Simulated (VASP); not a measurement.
Runs of VASP 6.6.1 on Sc3B2P. The structure is that of space group P6/mmm (No. 191), or close to it. The cells are those of the table. The cell was generated, and may not be a known phase.

```tsv
task	cell	k mesh	cutoff (eV)	gap on the mesh (eV)	pressure (GPa)	relaxed volume (Å³/atom)
single point	a = 6.380, b = 6.380, c = 3.033 Å, angles 90.0, 90.0, 120.0°, 6 atoms	6 × 6 × 12	520	none	0.2	-
single point	a = 6.249, b = 6.249, c = 3.151 Å, angles 90.0, 90.0, 120.0°, 6 atoms	6 × 6 × 4	520	none	0.2	-
relaxation of cell and atoms	relaxed from a = 5.223, b = 5.223, c = 3.925 Å, angles 90.0, 90.0, 120.0°, 6 atoms	6 × 6 × 4	600	none	0.0	(a)
relaxation of cell and atoms	relaxed from a = 6.433, b = 6.433, c = 2.978 Å, angles 90.0, 90.0, 120.0°, 6 atoms	6 × 6 × 12	600	none	0.0	17.86
```

Alike in all rows: level PBE; potentials or basis VASP PAW PBE potentials, release 64 (Sc_sv, B, P); no spin polarisation; smearing gaussian 0.1 eV.

Task: Fill in the values left out.

Result: (a) 17.82.

Caveats: some runs use coarse meshes; the volume moved by over 15 % at a fixed basis, so the end points are rough (at least some runs).

A gap of «none» marks levels without a gap at the run's occupations.
